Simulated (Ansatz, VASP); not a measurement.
ZrAl5N6: VASP beside Ansatz

```
Zr Al N
1.0
     2.93657    0.00000    0.00000
    -1.46828    2.54314    0.00000
     0.00000    0.00000   14.62074
Zr Al N
1 5 6
Direct
  0.00000 0.00000 0.00000
  0.66667 0.33333 0.17896
  0.33333 0.66667 0.33966
  0.00000 0.00000 0.50000
  0.66667 0.33333 0.66034
  0.33333 0.66667 0.82104
  0.66667 0.33333 0.89774
  0.33333 0.66667 0.10226
  0.00000 0.00000 0.25970
  0.66667 0.33333 0.41987
  0.33333 0.66667 0.58013
  0.00000 0.00000 0.74030
```

Alike in both runs: functional PBE; k mesh 12 × 12 × 4; occupations gaussian, width 0.1 eV; no spin polarisation.

Ansatz relaxed the structure, and its values are those at the end. VASP's run is a single point on that final structure, the one shown.

|  | VASP | Ansatz |
| --- | --- | --- |
| version | VASP 6.6.1 | Ansatz 0.2.0 |
| potentials or method | VASP PAW PBE potentials, release 64 (Zr_sv, Al, N), cutoff 520 eV | scalar-relativistic, plane waves, PAW |
| valence electrons in the cell | 57 | 57 |

```tsv
	VASP	Ansatz	Ansatz less VASP
gap on the k mesh at the Fermi level (eV)	none	none	-
pressure (GPa)	-0.1	0.0	+0.13
rms of the force components (eV/Å)	0.007	0.001	-0.0063
```

A gap of «none» marks a metal or a gap that the smearing closes. With one functional, cell and mesh, what is left measures potentials, basis and numerics.
